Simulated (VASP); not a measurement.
MgO (rock salt), 2 atoms in the cell. The structure is cubic, space group Fm-3m (No. 225). Conventional cell: a = 3.470 Å, b = 3.470 Å, c = 3.470 Å, α = 90.00°, β = 90.00°, γ = 90.00°. Within 2.3 Å of Mg (site symmetry m-3m) lie 6 O at 1.74 Å. Within 2.3 Å of O (site symmetry m-3m) lie 6 Mg at 1.74 Å.  This cell differs from its parent crystal: volume scaled by 0.56.

- Program: VASP 6.6.1
- Task: single point
- Functional: PBE
- Potentials or basis: VASP PAW PBE potentials, release 64 (Mg, O)
- Cutoff: 600 eV
- k mesh: 10 × 10 × 10
- Occupations: gaussian, width 0.01 eV
- Spin: no spin polarisation
- Dipole correction: no
- Further INCAR settings: ALGO = Normal; EDIFF = 1e-06; NBANDS = 11

Potentials or basis: VASP PAW PBE potentials, release 64 (Mg, O).

The run is started by

```bash
$ cat potpaw_PBE.64/Mg/POTCAR potpaw_PBE.64/O/POTCAR > POTCAR
$ mpirun -np 1 vasp_std > vasp.out
```

Hardware: 1 thread of Intel Xeon 8259CL, on a shared host.

How long does it take, and how much memory?

Run time: 12 s on 1 thread of Intel Xeon 8259CL, with other jobs on the host, peak memory 0.13 GiB. Counts: scf iterations 12, k points 47.
